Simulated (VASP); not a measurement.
Cd: single point with LDA

Cd, a slab with vacuum:

```xyz
2
Lattice="2.9259 0.0000 0.0000 -1.4629 2.5339 0.0000 0.0000 0.0000 18.6812" Properties=species:S:1:pos:R:3 pbc="T T T"
Cd    2.1944    0.4223    8.0000
Cd   -0.7315    2.1116   10.6812
```

```json
{
 "Program": "VASP 6.6.1",
 "Task": "single point",
 "Functional": "LDA",
 "Potentials or basis": "VASP PAW LDA potentials, release 64 (Cd)",
 "Cutoff": "520 eV",
 "k mesh": "13 × 13 × 1",
 "Occupations": "fermi-dirac, width 0.08 eV",
 "Spin": "no spin polarisation",
 "Dipole correction": "yes",
 "Further INCAR settings": "ALGO = Normal; EDIFF = 1e-06; NBANDS = 19"
}
```

```json
{"Band gap on the k mesh": "zero (bands 12 and 13 overlap by 3.00 eV)"}
```

Levels at points of the mesh, in eV from the Fermi level:
```
           k point  band 9  band 10  band 11  band 12  band 13  band 14  band 15  band 16
(0.00, 0.00, 0.00)   -8.29    -8.29    -8.21    -5.15    -1.39     2.74     4.00     5.12
```

It took 88 s on 1 thread of AMD EPYC 7R43 64-Core Processor (Zen 3), with other jobs on the host, peak memory 0.19 GiB.
